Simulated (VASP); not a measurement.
# Rh (Fm-3m) in VASP: notebook

Rh is run at these levels: BLYP; tasks: single point, relaxation of cell and atoms.

Program: VASP 6.6.1. These are calculated values, not measurements. Logs are shortened: lines on timing, memory, paths and dates and some standing lists are left out, and cuts for length are marked.

## 1. The cell of the first run

Symmetry: Fm-3m, No. 225, cubic system. Conventional cell: a = 3.899 Å, b = 3.899 Å, c = 3.899 Å, α = 90.00°, β = 90.00°, γ = 90.00°. Within 3.6 Å of Rh (site symmetry m-3m) lie 12 Rh at 2.76 Å.

## 2. Single point, BLYP, non-collinear spin, typed start, spin-orbit coupling

Input file INCAR:

```
  AGGAC = 1.0
  AGGAX = 1.0
  ALDAC = 0.0
  ALDAX = 1.0
  ALGO = Normal
  EDIFF = 1E-7
  ENCUT = 520
  GGA = B5
  GGA_COMPAT = False
  ISIF = 2
  ISMEAR = -1
  LASPH = True
  LCHARG = True
  LMAXMIX = 4
  LORBIT = 11
  LORBMOM = True
  LREAL = False
  LSORBIT = True
  LVHAR = True
  LWAVE = False
  MAGMOM = 0 0 1
  NBANDS = 26
  NELM = 150
  PREC = Accurate
  SIGMA = 0.05
```

Input file KPOINTS:

```
k-points
0
Gamma
  14 14 14
```

Input file POSCAR:

```
Rh
1.0
    0.0000000000      1.9497196818      1.9497196818
    1.9497196818      0.0000000000      1.9497196818
    1.9497196818      1.9497196818      0.0000000000
Rh
1
Direct
    0.0000000000      0.0000000000      0.0000000000
```

Potentials or basis: VASP PAW PBE potentials, release 64 (Rh_pv).

Run with:

```bash
cat potpaw_PBE.64/Rh_pv/POTCAR > POTCAR
mpirun -np 1 vasp_ncl > vasp.out
```

OUTCAR:

```text
EDIFF = 1E-7
   ENCUT = 520
   GGA = B5
   ISIF = 2
   ISMEAR = -1
   LASPH = True
   LORBIT = 11
   LREAL = False
   LSORBIT = True
   NELM = 150
   PREC = Accurate

 ion  position               nearest neighbor table
   1  0.000  0.000  0.000-

  LATTYP: Found a face centered cubic cell.
 ALAT       =     3.8994393636

  Lattice vectors:

 A1 = (   0.0000000000,   1.9497196818,   1.9497196818)
 A2 = (   1.9497196818,   0.0000000000,   1.9497196818)
 A3 = (   1.9497196818,   1.9497196818,   0.0000000000)

Analysis of symmetry for initial positions (statically):
=====================================================================
 Subroutine PRICEL returns:
 Original cell was already a primitive cell.

 Routine SETGRP: Setting up the symmetry group for a
 face centered cubic supercell.

 Subroutine GETGRP returns: Found 48 space group operations
 (whereof 48 operations were pure point group operations)
 out of a pool of 48 trial point group operations.

The static configuration has the point symmetry O_h .

Analysis of symmetry for dynamics (positions and initial velocities):
=====================================================================
 Subroutine PRICEL returns:
 Original cell was already a primitive cell.

 Routine SETGRP: Setting up the symmetry group for a
 face centered cubic supercell.

 Subroutine GETGRP returns: Found 48 space group operations
 (whereof 48 operations were pure point group operations)
 out of a pool of 48 trial point group operations.

The dynamic configuration has the point symmetry O_h .

Analysis of structural, dynamic, and magnetic symmetry:
=====================================================================
 Subroutine PRICEL returns:
 Original cell was already a primitive cell.

 Routine SETGRP: Setting up the symmetry group for a
 face centered cubic supercell.

 Subroutine GETGRP returns: Found  8 space group operations
 (whereof  8 operations were pure point group operations)
 out of a pool of 48 trial point group operations.

The overall configuration has the point symmetry C_4h.

 Subroutine INISYM returns: Found  8 space group operations
 (whereof  8 operations are pure point group operations),
 and found     1 'primitive' translations

----------------------------------------------------------------------------------------

                                     Primitive cell

  volume of cell :      14.8234

  direct lattice vectors                    reciprocal lattice vectors
     0.000000000  1.949719682  1.949719682    -0.256447121  0.256447121  0.256447121
     1.949719682  0.000000000  1.949719682     0.256447121 -0.256447121  0.256447121
     1.949719682  1.949719682  0.000000000     0.256447121  0.256447121 -0.256447121

  length of vectors
     2.757320017  2.757320017  2.757320017     0.444179444  0.444179444  0.444179444

  position of ions in fractional coordinates (direct lattice)
     0.000000000  0.000000000  0.000000000

  ion indices of the primitive-cell ions
   primitive index   ion index
                 1           1

----------------------------------------------------------------------------------------

 KPOINTS: k-points

Automatic generation of k-mesh.
 Grid dimensions read from file:
 generate k-points for:   14   14   14

 Generating k-lattice:

  Cartesian coordinates                     Fractional coordinates (reciprocal lattice)
    -0.018317652  0.018317652  0.018317652     0.071428571  0.000000000  0.000000000
     0.018317652 -0.018317652  0.018317652     0.000000000  0.071428571  0.000000000
     0.018317652  0.018317652 -0.018317652     0.000000000  0.000000000  0.071428571

  Length of vectors
     0.031727103  0.031727103  0.031727103

  Shift w.r.t. Gamma in fractional coordinates (k-lattice)
     0.000000000  0.000000000  0.000000000

 Subroutine IBZKPT returns following result:
 ===========================================

 Found    376 irreducible k-points:

 Following reciprocal coordinates:
            Coordinates               Weight
  0.000000  0.000000  0.000000      1.000000
  0.071429  0.000000  0.000000      8.000000
  0.142857  0.000000  0.000000      8.000000
  0.214286  0.000000  0.000000      8.000000
  0.285714  0.000000  0.000000      8.000000
  0.357143  0.000000  0.000000      8.000000
[... 16 lines left out ...]
  0.428571  0.071429  0.000000      8.000000
  0.000000  0.428571  0.071429      8.000000
 [... further k-points ...]
   k-points           NKPTS =    376   k-points in BZ     NKDIM =    376   number of bands    NBANDS=     26
   number of dos      NEDOS =    301   number of ions     NIONS =      1
   total plane-waves  NPLWV =  13824
   dimension x,y,z NGX =    24 NGY =   24 NGZ =   24
   dimension x,y,z NGXF=    48 NGYF=   48 NGZF=   48
   ions per type =               1
   NGX,Y,Z   is equivalent  to a cutoff of  14.47, 14.47, 14.47 a.u.
   NGXF,Y,Z  is equivalent  to a cutoff of  28.94, 28.94, 28.94 a.u.
 SYSTEM =  unknown system
   PREC   = accura    normal or accurate (medium, high low for compatibility)
   ISTART =      0    job   : 0-new  1-cont  2-samecut
   ICHARG =      2    charge: 1-file 2-atom 10-const
   ISPIN  =      1    spin polarized calculation?
   LNONCOLLINEAR =      T non collinear calculations
   LSORBIT =      T    spin-orbit coupling
   LASPH  =      T    aspherical Exc in radial PAW
   ENCUT  =  520.0 eV  38.22 Ry    6.18 a.u.   5.13  5.13  5.13*2*pi/ulx,y,z
   NELM   =    150;   NELMIN=  2; NELMDL= -5     # of ELM steps
   EDIFF  = 0.1E-06   stopping-criterion for ELM
   LREAL  =      F    real-space projection
   EDIFFG = 0.1E-05   stopping-criterion for IOM
   NSW    =      0    number of steps for IOM
   IBRION =     -1    ionic relax: 0-MD 1-quasi-New 2-CG
   NFREE  =      0    steps in history (QN), initial steepest desc. (CG)
   ISIF   =      2    stress and relaxation
   ISYM   =      2    0-nonsym 1-usesym 2-fastsym
   POTIM  = 0.5000    time-step for ionic-motion
   TEBEG  =    0.0;   TEEND  =   0.0 temperature during run
   PSTRESS=    0.0 pullay stress
   NELECT =      15.0000    total number of electrons
   NUPDOWN=      -1.0000    fix difference up-down
   EMIN   =  10.00;   EMAX   =-10.00  energy-range for DOS
   EFERMI =   0.00;   METHOD = LEGACY
   ISMEAR =    -1;   SIGMA  =   0.05  broadening in eV -4-tet -1-fermi 0-gaus
   EFERMI_NEDOS =   21; number of points for ismear=-14 and -15
   IALGO  =     38    algorithm
   IMIX   =      4    mixing-type and parameters
     AMIX     =   0.40;   BMIX     =  1.00
     AMIX_MAG =   1.60;   BMIX_MAG =  1.00
  volume/ion in A,a.u.               =      14.82       100.03
  Fermi-wavevector in a.u.,A,eV,Ry     =   1.643576  3.105908 36.753982  2.701341
  Thomas-Fermi vector in A             =   2.733687
   LORBIT       =     11    0 simple, 1 ext, 2 COOP (PROOUT), +10 PAW based schemes
   GGA     = B5    functional components
   LHFCALC =     F    Hartree Fock is set to
   AEXX    =    0.0000 exact exchange contribution
   IVDW    =     0    specifies the selected vdW correction
   LEPSILON=     F    determine dielectric tensor
   LRPA    =     F    only Hartree local field effects (RPA)
  energy-cutoff  :      520.00
  volume of cell :       14.82
 maximum number of plane-waves:       822
 NGX is ok and might be reduce to    24
   NGX = 11   NGY = 11   NGZ = 11

 number of electron      15.0000000 magnetization       0.0000000      0.0000000      0.2291328

 number of electron      15.0000000 magnetization      -0.0000000     -0.0000000     -0.0034485

 number of electron      15.0000000 magnetization      -0.0000000     -0.0000000      0.0003372

 number of electron      15.0000000 magnetization       0.0000000      0.0000000     -0.0000208

 Free energy of the ion-electron system (eV)
  ---------------------------------------------------
  ext. energy  EPLUGINS =         0.00000000
  ---------------------------------------------------
  free energy    TOTEN  =        -6.32598473 eV

  energy without entropy =       -6.31498760  energy(sigma->0) =       -6.32048616

 E-fermi :  11.0849     XC(G=0): -12.9114

 val. band max:       11.0697368952   @ k =  -0.2857   0.3571   0.0714
 cond. band min:      11.1001467774   @ k =  -0.0714   0.2143   0.3571
 fundamental gap:      0.0304098822
 Fermi energy:        11.0849075811

 k-point     1 :       0.0000    0.0000    0.0000
  band No.  band energies     occupation
      1     -37.5331      1.00000
      2     -37.5331      1.00000
      3     -33.7099      1.00000
      4     -33.7099      1.00000
      5     -33.7099      1.00000
      6     -33.7099      1.00000
[... 18 lines left out ...]
     25      32.3666      0.00000
     26      32.3666      0.00000

 k-point     2 :       0.0714    0.0000    0.0000
  band No.  band energies     occupation
      1     -37.5434      1.00000
      2     -37.5434      1.00000
      3     -33.7326      1.00000
      4     -33.7326      1.00000
      5     -33.7142      1.00000
      6     -33.7142      1.00000
[... 18 lines left out ...]
     25      32.5183      0.00000
     26      32.5184      0.00000

 k-point     3 :       0.1429    0.0000    0.0000
  band No.  band energies     occupation
      1     -37.5724      1.00000
      2     -37.5724      1.00000
      3     -33.7955      1.00000
      4     -33.7955      1.00000
      5     -33.7264      1.00000
      6     -33.7264      1.00000
[... 572 lines left out ...]
 k-point    23 :       0.4286    0.0714    0.0000
  band No.  band energies     occupation
      1     -37.7338      1.00000
      2     -37.7338      1.00000
      3     -34.1076      1.00000
      4     -34.1076      1.00000
      5     -33.8032      1.00000
      6     -33.8032      1.00000
[... 18 lines left out ...]
     25      31.5880      0.00000
     26      31.5881      0.00000

 k-point    24 :       0.0000    0.4286    0.0714
  band No.  band energies     occupation
      1     -37.7338      1.00000
      2     -37.7338      1.00000
      3     -34.1076      1.00000
      4     -34.1076      1.00000
      5     -33.8032      1.00000
      6     -33.8032      1.00000
[... 18 lines left out ...]
     25      31.5880      0.00000
     26      31.5880      0.00000

 [... further k-points ...]

------------------------ aborting loop because EDIFF is reached ----------------------------------------

  FORCE on cell =-STRESS in cart. coord.  units (eV):
  Direction    XX          YY          ZZ          XY          YZ          ZX
  --------------------------------------------------------------------------------------
  -------------------------------------------------------------------------------------
  Total        0.0788136      0.0788136      0.0788156     -0.0000000      0.0000000      0.0000000
  in kB        8.5185387      8.5185387      8.5187543     -0.0000013      0.0000000      0.0000000
  external PRESSURE =       8.5186106 kB  Pullay stress =       0.0000000 kB

 VOLUME and BASIS-vectors are now :
 -----------------------------------------------------------------------------
  energy-cutoff  :      520.00
  volume of cell :       14.82
      direct lattice vectors                 reciprocal lattice vectors
     0.000000000  1.949719682  1.949719682    -0.256447121  0.256447121  0.256447121
     1.949719682  0.000000000  1.949719682     0.256447121 -0.256447121  0.256447121
     1.949719682  1.949719682  0.000000000     0.256447121  0.256447121 -0.256447121

 POSITION                                       TOTAL-FORCE (eV/Angst)
 -----------------------------------------------------------------------------------
      0.00000      0.00000      0.00000         0.000000      0.000000      0.000000
 -----------------------------------------------------------------------------------
    total drift:                               -0.000000     -0.000000     -0.000000

  FREE ENERGIE OF THE ION-ELECTRON SYSTEM (eV)
  ---------------------------------------------------
  free  energy   TOTEN  =        -6.3259847279 eV

  energy  without entropy=       -6.3149875966  energy(sigma->0) =       -6.32048616

 orbital moment (x)

 # of ion     p       d       tot
 ----------------------------------------
  1         0.000  -0.000  -0.000
 ----------------------------------------
            0.000  -0.000  -0.000

 orbital moment (y)

 # of ion     p       d       tot
 ----------------------------------------
  1         0.000  -0.000  -0.000
 ----------------------------------------
            0.000  -0.000  -0.000

 orbital moment (z)

 # of ion     p       d       tot
 ----------------------------------------
  1        -0.000  -0.000  -0.000
 ----------------------------------------
           -0.000  -0.000  -0.000

 Spin-Orbit-Coupling matrix elements

 Ion:    1  E_soc:     -0.3139041
 l=   1
     0.0000000    -0.0415017    -0.0415017
    -0.0415017     0.0000000    -0.0415017
    -0.0415017    -0.0415017     0.0000000
 l=   2
     0.0000000    -0.0018724     0.0000000    -0.0018724    -0.0089432
    -0.0018724     0.0000000    -0.0067074    -0.0018724    -0.0022358
     0.0000000    -0.0067074     0.0000000    -0.0067074     0.0000000
    -0.0018724    -0.0018724    -0.0067074     0.0000000    -0.0022358
    -0.0089432    -0.0022358     0.0000000    -0.0022358     0.0000000
 l=   3
     0.0000000     0.0000000     0.0000000     0.0000000     0.0000000     0.0000000     0.0000000
     0.0000000     0.0000000     0.0000000     0.0000000     0.0000000     0.0000000     0.0000000
     0.0000000     0.0000000     0.0000000     0.0000000     0.0000000     0.0000000     0.0000000
     0.0000000     0.0000000     0.0000000     0.0000000     0.0000000     0.0000000     0.0000000
     0.0000000     0.0000000     0.0000000     0.0000000     0.0000000     0.0000000     0.0000000
     0.0000000     0.0000000     0.0000000     0.0000000     0.0000000     0.0000000     0.0000000
     0.0000000     0.0000000     0.0000000     0.0000000     0.0000000     0.0000000     0.0000000

 total charge

# of ion       s       p       d       tot
------------------------------------------
    1        0.372   6.249   7.092  13.713

 magnetization (x)

# of ion       s       p       d       tot
------------------------------------------
    1        0.000   0.000   0.000   0.000

 magnetization (y)

# of ion       s       p       d       tot
------------------------------------------
    1        0.000   0.000   0.000   0.000

 magnetization (z)

# of ion       s       p       d       tot
------------------------------------------
    1       -0.000  -0.000  -0.000  -0.000
```

Wall time 4.2 min (1 thread of AMD EPYC 9R14 (Zen 4), shared host); peak memory 0.31 GiB.

Results:

| Property | Result |
| --- | --- |
| Free energy | -6.3260 eV |
| Pressure | 0.9 GPa |
| Net moment | 0.00 μB per cell |
| Valence electrons inside the program's atomic spheres | Rh 13.71 |

Moments on the atoms (μB; x, y, z):
```
Rh  0.00 0.00 0.00
```

Caveat: the PAW data sets were made with another functional, which shifts forces and pressure a little.

## 3. Single point, BLYP, collinear spin, ferromagnetic start

Input file INCAR:

```
SYSTEM = Rh
AGGAC    = 1.0          
AGGAX    = 1.0          
ALDAC    = 0.0          
ALDAX    = 1.0          
ALGO     = Normal         ! electronic algorithm
EDIFF    = 1E-6           ! SCF threshold, eV
ENCUT    = 520            ! plane-wave cutoff, eV
GGA      = B5             ! functional
ISIF     = 2              ! what is computed and relaxed
ISMEAR   = -1             ! smearing method
ISPIN    = 2              ! spin polarisation
LASPH    = .True.         ! aspherical terms in the spheres
LCHARG   = .True.         ! write CHGCAR
LELF     = .True.         ! ELF
LMAXMIX  = 4              ! l up to which the mixer works
LORBIT   = 11             ! projections on sites
LREAL    = .False.        ! projectors in reciprocal space
LVHAR    = .True.       
LWAVE    = .False.        ! write WAVECAR
MAGMOM   = 1              ! initial moments
NBANDS   = 18             ! bands
NELM     = 150            ! most SCF steps
PREC     = Accurate       ! precision mode
SIGMA    = 0.05           ! smearing width, eV
```

Input file KPOINTS:

```
k-points
0
Gamma
  14 14 14
  0 0 0
```

POSCAR is that of step 2.

Potentials or basis: VASP PAW PBE potentials, release 64 (Rh_pv).

Run with:

```bash
cat potpaw_PBE.64/Rh_pv/POTCAR > POTCAR
mpirun -np 1 vasp_std > vasp.out
```

Wall time 49 s (1 thread of Intel Xeon 6975P-C, shared host); peak memory 0.18 GiB.

It converged, with:

* Free energy: -6.1683 eV
* Pressure: 0.5 GPa
* Net moment: 0.00 μB per cell
* Valence electrons inside the program's atomic spheres: Rh 13.71

Levels at points of the mesh, in eV from the Fermi level:
Spin up:
| k point | band 4 | band 5 | band 6 | band 7 | band 8 | band 9 | band 10 | band 11 |
| --- | --- | --- | --- | --- | --- | --- | --- | --- |
| (0.00, 0.00, 0.00) | -7.21 | -2.73 | -2.73 | -2.73 | -0.90 | -0.90 | 16.33 | 20.51 |
| (0.50, 0.00, 0.00) | -5.44 | -2.79 | -2.79 | 0.50 | 0.50 | 1.13 | 7.97 | 15.85 |
| (0.50, 0.50, 0.00) | -5.55 | -5.25 | 0.46 | 0.88 | 0.88 | 3.42 | 11.46 | 13.02 |
Spin down:
| k point | band 4 | band 5 | band 6 | band 7 | band 8 | band 9 | band 10 | band 11 |
| --- | --- | --- | --- | --- | --- | --- | --- | --- |
| (0.00, 0.00, 0.00) | -7.21 | -2.73 | -2.73 | -2.73 | -0.90 | -0.90 | 16.33 | 20.51 |
| (0.50, 0.00, 0.00) | -5.44 | -2.79 | -2.79 | 0.50 | 0.50 | 1.13 | 7.97 | 15.85 |
| (0.50, 0.50, 0.00) | -5.55 | -5.25 | 0.46 | 0.88 | 0.88 | 3.42 | 11.46 | 13.02 |

Caveat: the PAW data sets were made with another functional, which shifts forces and pressure a little.

(Part 1 of 2 ends here.)
